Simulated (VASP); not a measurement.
# PbI2 (P-3m1) in VASP: further runs

PbI2 is run at these levels: PBE, r2SCAN; tasks: single point.

All numbers are computed with VASP 6.6.1; they aren't measurements. Logs are shortened: lines on timing, memory, paths and dates and some standing lists are left out, and cuts for length are marked.

### 1 The cell of the first run

The structure is trigonal, space group P-3m1 (No. 164). Conventional cell: a = 4.564 Å, b = 4.564 Å, c = 7.048 Å, α = 90.00°, β = 90.00°, γ = 120.00°. Pb (site symmetry -3m) has 6 I at 3.24 Å within 4.3 Å. I (site symmetry 3m) has 3 Pb at 3.24 Å and 3 I at 4.21 Å within 4.3 Å.

### 2 Single point, PBE

INCAR reads:

```
ALGO = Normal
EDIFF = 1E-6
ENCUT = 500
GGA = PE
GGA_COMPAT = F
ISIF = 2
ISMEAR = 0
LASPH = T
LCHARG = F
LREAL = F
LWAVE = F
NBANDS = 21
NELM = 120
PREC = Accurate
SIGMA = 0.01
```

KPOINTS reads:

```
k-points
0
Gamma
  6 6 4
```

POSCAR reads:

```
PbI2
1.0
    4.5640817087      0.0000000000      0.0000000000
   -2.2820408544      3.9526107047      0.0000000000
    0.0000000000      0.0000000000      7.0475121431
Pb I
1 2
Direct
    0.0000000000      0.0000000000      0.0000000000
    0.3333333333      0.6666666667      0.2667067994
    0.6666666667      0.3333333333      0.7332932006
```

Potentials or basis: VASP PAW PBE potentials, release 64 (Pb_d, I).

Command:

```console
$ cat potpaw_PBE.64/Pb_d/POTCAR potpaw_PBE.64/I/POTCAR > POTCAR
$ mpirun -np 1 vasp_std > vasp.out
```

OUTCAR:

```text
EDIFF = 1E-6
   ENCUT = 500
   GGA = PE
   ISIF = 2
   ISMEAR = 0
   LASPH = T
   LREAL = F
   NELM = 120
   PREC = Accurate

 ion  position               nearest neighbor table
   1  0.000  0.000  0.000-   2 3.24   3 3.24   3 3.24   2 3.24   3 3.24   2 3.24
   2  0.333  0.667  0.267-   1 3.24   1 3.24   1 3.24
   3  0.667  0.333  0.733-   1 3.24   1 3.24   1 3.24

  LATTYP: Found a hexagonal cell.
 ALAT       =     4.5640817087
 C/A-ratio  =     1.5441248849

  Lattice vectors:

 A1 = (   4.5640817087,   0.0000000000,   0.0000000000)
 A2 = (  -2.2820408544,   3.9526107047,   0.0000000000)
 A3 = (   0.0000000000,   0.0000000000,   7.0475121431)

Analysis of symmetry for initial positions (statically):
=====================================================================
 Subroutine PRICEL returns:
 Original cell was already a primitive cell.

 Routine SETGRP: Setting up the symmetry group for a
 hexagonal supercell.

 Subroutine GETGRP returns: Found 12 space group operations
 (whereof 12 operations were pure point group operations)
 out of a pool of 24 trial point group operations.

The static configuration has the point symmetry D_3d.

Analysis of symmetry for dynamics (positions and initial velocities):
=====================================================================
 Subroutine PRICEL returns:
 Original cell was already a primitive cell.

 Routine SETGRP: Setting up the symmetry group for a
 hexagonal supercell.

 Subroutine GETGRP returns: Found 12 space group operations
 (whereof 12 operations were pure point group operations)
 out of a pool of 24 trial point group operations.

The dynamic configuration has the point symmetry D_3d.

 Subroutine INISYM returns: Found 12 space group operations
 (whereof 12 operations are pure point group operations),
 and found     1 'primitive' translations

----------------------------------------------------------------------------------------

                                     Primitive cell

  volume of cell :     127.1374

  direct lattice vectors                    reciprocal lattice vectors
     4.564081709  0.000000000  0.000000000     0.219102125  0.126498671  0.000000000
    -2.282040854  3.952610705  0.000000000     0.000000000  0.252997341  0.000000000
     0.000000000  0.000000000  7.047512143     0.000000000  0.000000000  0.141894044

  length of vectors
[... 81 lines left out ...]
   ENCUT  =  500.0 eV  36.75 Ry    6.06 a.u.   8.32  8.32 12.85*2*pi/ulx,y,z
   NELM   =    120;   NELMIN=  2; NELMDL= -5     # of ELM steps
   EDIFF  = 0.1E-05   stopping-criterion for ELM
   LREAL  =      F    real-space projection
   EDIFFG = 0.1E-04   stopping-criterion for IOM
   NSW    =      0    number of steps for IOM
   IBRION =     -1    ionic relax: 0-MD 1-quasi-New 2-CG
   NFREE  =      0    steps in history (QN), initial steepest desc. (CG)
   ISIF   =      2    stress and relaxation
   ISYM   =      2    0-nonsym 1-usesym 2-fastsym
   POTIM  = 0.5000    time-step for ionic-motion
   TEBEG  =    0.0;   TEEND  =   0.0 temperature during run
   PSTRESS=    0.0 pullay stress
   NELECT =      28.0000    total number of electrons
   NUPDOWN=      -1.0000    fix difference up-down
   EMIN   =  10.00;   EMAX   =-10.00  energy-range for DOS
   EFERMI =   0.00;   METHOD = LEGACY
   ISMEAR =     0;   SIGMA  =   0.01  broadening in eV -4-tet -1-fermi 0-gaus
   EFERMI_NEDOS =   21; number of points for ismear=-14 and -15
   IALGO  =     38    algorithm
   IMIX   =      4    mixing-type and parameters
     AMIX     =   0.40;   BMIX     =  1.00
     AMIX_MAG =   1.60;   BMIX_MAG =  1.00
  volume/ion in A,a.u.               =      42.38       285.99
  Fermi-wavevector in a.u.,A,eV,Ry     =   0.988636  1.868251 13.298349  0.977401
  Thomas-Fermi vector in A             =   2.120177
   LORBIT       =      0    0 simple, 1 ext, 2 COOP (PROOUT), +10 PAW based schemes
   GGA     = PE    functional components
   LHFCALC =     F    Hartree Fock is set to
   AEXX    =    0.0000 exact exchange contribution
   IVDW    =     0    specifies the selected vdW correction
   LEPSILON=     F    determine dielectric tensor
   LRPA    =     F    only Hartree local field effects (RPA)
 non-spin polarized calculation
 Gauss-broadening in eV      SIGMA  =   0.01
  energy-cutoff  :      500.00
  volume of cell :      127.14
 maximum number of plane-waves:      3251
 NGX is ok and might be reduce to    36
   NGX = 17   NGY = 17   NGZ = 25

 number of electron      27.9999999 magnetization

 Free energy of the ion-electron system (eV)
  ---------------------------------------------------
  ext. energy  EPLUGINS =         0.00000000
  ---------------------------------------------------
  free energy    TOTEN  =        -8.57054464 eV

  energy without entropy =       -8.57054464  energy(sigma->0) =       -8.57054464

 E-fermi :   2.6711     XC(G=0):  -8.0743

 val. band max:        2.5560519598   @ k =   0.0000   0.0000   0.5000
 cond. band min:       4.7861123505   @ k =   0.0000   0.0000   0.5000
 fundamental gap:      2.2300603907
 Fermi energy:         2.6710973938

 k-point     1 :       0.0000    0.0000    0.0000
  band No.  band energies     occupation
      1     -13.5889      2.00000
      2     -13.5889      2.00000
      3     -13.5753      2.00000
      4     -13.5686      2.00000
      5     -13.5686      2.00000
      6      -9.5971      2.00000
[... 565 lines left out ...]
     20      10.2750      0.00000
     21      10.6953      0.00000

------------------------ aborting loop because EDIFF is reached ----------------------------------------

  FORCE on cell =-STRESS in cart. coord.  units (eV):
  Direction    XX          YY          ZZ          XY          YZ          ZX
  --------------------------------------------------------------------------------------
  -------------------------------------------------------------------------------------
  Total        1.0002570      1.0002570      0.9546261     -0.0000000      0.0000000     -0.0000000
  in kB       12.6051752     12.6051752     12.0301377     -0.0000000      0.0000000     -0.0000000
  external PRESSURE =      12.4134960 kB  Pullay stress =       0.0000000 kB

 VOLUME and BASIS-vectors are now :
 -----------------------------------------------------------------------------
  energy-cutoff  :      500.00
  volume of cell :      127.14
      direct lattice vectors                 reciprocal lattice vectors
     4.564081709  0.000000000  0.000000000     0.219102125  0.126498671  0.000000000
    -2.282040854  3.952610705  0.000000000     0.000000000  0.252997341  0.000000000
     0.000000000  0.000000000  7.047512143     0.000000000  0.000000000  0.141894044

 POSITION                                       TOTAL-FORCE (eV/Angst)
 -----------------------------------------------------------------------------------
      0.00000      0.00000      0.00000        -0.000000      0.000000      0.000000
     -0.00000      2.63507      1.87962         0.000000      0.000000      0.046036
      2.28204      1.31754      5.16789        -0.000000      0.000000     -0.046036
 -----------------------------------------------------------------------------------
    total drift:                                0.000000      0.000000      0.000000

  FREE ENERGIE OF THE ION-ELECTRON SYSTEM (eV)
  ---------------------------------------------------
  free  energy   TOTEN  =        -8.5705446436 eV

  energy  without entropy=       -8.5705446436  energy(sigma->0) =       -8.57054464
```

Run time: 97 s. Hardware: 1 thread of Intel Xeon 8259CL, shared host; peak memory 0.27 GiB.

What came out:

```
Free energy            : -8.5705 eV
Pressure               : 1.2 GPa
Largest force          : 0.046 eV/Å
Band gap on the k mesh : 2.23 eV
```

Forces in eV/Å, atoms in the order of the input:
```
Pb   0.000  0.000  0.000
I    0.000  0.000  0.046
I    0.000  0.000 -0.046
```

Levels at points of the mesh, in eV from the valence-band top:
| k point | band 10 | band 11 | band 12 | band 13 | band 14 | band 15 | band 16 | band 17 | band 18 | band 19 |
| --- | --- | --- | --- | --- | --- | --- | --- | --- | --- | --- |
| (0.00, 0.00, 0.00) | -0.98 | -0.98 | -0.90 | -0.90 | -0.74 | 2.49 | 3.34 | 3.34 | 6.38 | 7.39 |
| (0.50, 0.00, 0.00) | -2.37 | -2.02 | -1.57 | -0.76 | -0.39 | 2.84 | 3.64 | 4.61 | 5.08 | 8.04 |
| (0.00, 0.00, 0.50) | -1.11 | -1.11 | -0.72 | -0.72 | 0.00 | 2.23 | 3.17 | 3.17 | 6.37 | 7.34 |
| (0.50, 0.00, 0.50) | -1.81 | -1.72 | -1.33 | -1.12 | -0.69 | 3.17 | 3.68 | 4.07 | 5.78 | 7.52 |

Caveat: spin-orbit coupling is left out, which moves the levels of the heavy elements; this functional lacks dispersion, which binds the layers, so the pressure and a relaxed spacing across them are unreliable. A k mesh can miss the band edges.

### 3 Single point, r2SCAN

POSCAR is that of step 2.

INCAR.step1 reads:

```
SYSTEM = PbI2
  ALGO = Normal
  EDIFF = 1E-5
  ENCUT = 550
  GGA = PE
  GGA_COMPAT = .FALSE.
  ISMEAR = 0
  LASPH = .TRUE.
  LCHARG = .FALSE.
  LREAL = .FALSE.
  LWAVE = .TRUE.
  NBANDS = 21
  NELM = 120
  PREC = Accurate
  SIGMA = 0.01
```

INCAR.step2 reads:

```
SYSTEM = PbI2
  ALGO = Normal
  EDIFF = 1E-6
  ENCUT = 550
  GGA_COMPAT = .FALSE.
  ISIF = 2
  ISMEAR = 0
  ISTART = 1
  LASPH = .TRUE.
  LCHARG = .FALSE.
  LMIXTAU = .TRUE.
  LREAL = .FALSE.
  LWAVE = .FALSE.
  METAGGA = R2SCAN
  NBANDS = 21
  NELM = 120
  PREC = Accurate
  SIGMA = 0.01
```

KPOINTS reads:

```
k-points
0
G
  6 6 4
  0 0 0
```

Potentials or basis: VASP PAW PBE potentials, release 64 (Pb_d, I).

Command:

```console
$ cat potpaw_PBE.64/Pb_d/POTCAR potpaw_PBE.64/I/POTCAR > POTCAR
$ cp INCAR.step1 INCAR
$ mpirun -np 1 vasp_std > vasp.out
$ cp INCAR.step2 INCAR
$ mpirun -np 1 vasp_std > vasp.out
```

Run time: 6.6 min. Hardware: 1 thread of Intel Xeon 8259CL, shared host; peak memory 0.31 GiB.

Results (log left out):

| Item | Value |
| --- | --- |
| Free energy | -107.6750 eV |
| Pressure | 0.7 GPa |
| Largest force | 0.004 eV/Å |
| Band gap on the k mesh | 2.62 eV |

Forces on the atoms (eV/Å):
```
Pb   0.000  0.000  0.000
I    0.000  0.000 -0.004
I    0.000  0.000  0.004
```

Levels at points of the mesh, in eV from the valence-band top:
```tsv
k point	band 10	band 11	band 12	band 13	band 14	band 15	band 16	band 17	band 18	band 19
(0.00, 0.00, 0.00)	-1.05	-1.05	-0.97	-0.97	-0.78	2.85	3.65	3.65	6.93	7.89
(0.50, 0.00, 0.00)	-2.46	-2.11	-1.64	-0.84	-0.42	3.22	3.97	4.99	5.44	8.54
(0.00, 0.00, 0.50)	-1.19	-1.19	-0.79	-0.79	0.00	2.62	3.47	3.47	6.85	7.83
(0.50, 0.00, 0.50)	-1.89	-1.77	-1.38	-1.20	-0.74	3.53	4.03	4.41	6.18	7.92
```

Caveat: the PAW data sets were made with another functional, which shifts forces and pressure a little; spin-orbit coupling is left out, which moves the levels of the heavy elements.
